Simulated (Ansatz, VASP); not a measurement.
# Ge in VASP and in Ansatz

```
Ge
1.0
    -2.65689    2.65988    1.46714
     2.65988   -2.65689    1.46714
     2.67222    2.67222   -1.46165
Ge
2
Direct
  0.99992 0.00008 0.00000
  0.75008 0.24992 0.50000
```

Alike in both runs: task single point; functional PBE; k mesh 14 × 14 × 10; occupations fermi-dirac, width 0.1 eV; no spin polarisation.

|  | VASP | Ansatz |
| --- | --- | --- |
| version | VASP 6.6.1 | Ansatz 0.2.0 |
| potentials or method | VASP PAW PBE potentials, release 64 (Ge_d), cutoff 520 eV | plane waves (420 eV) with PAW, scalar-relativistic |
| valence electrons in the cell | 28 | 28 |

|  | VASP | Ansatz | Ansatz less VASP |
| --- | --- | --- | --- |
| pressure (GPa) | -4.3 | -4.4 | -0.01 |
| traceless stress, the component that is largest in VASP (GPa) | 0.33 | 0.34 | +0.009 |
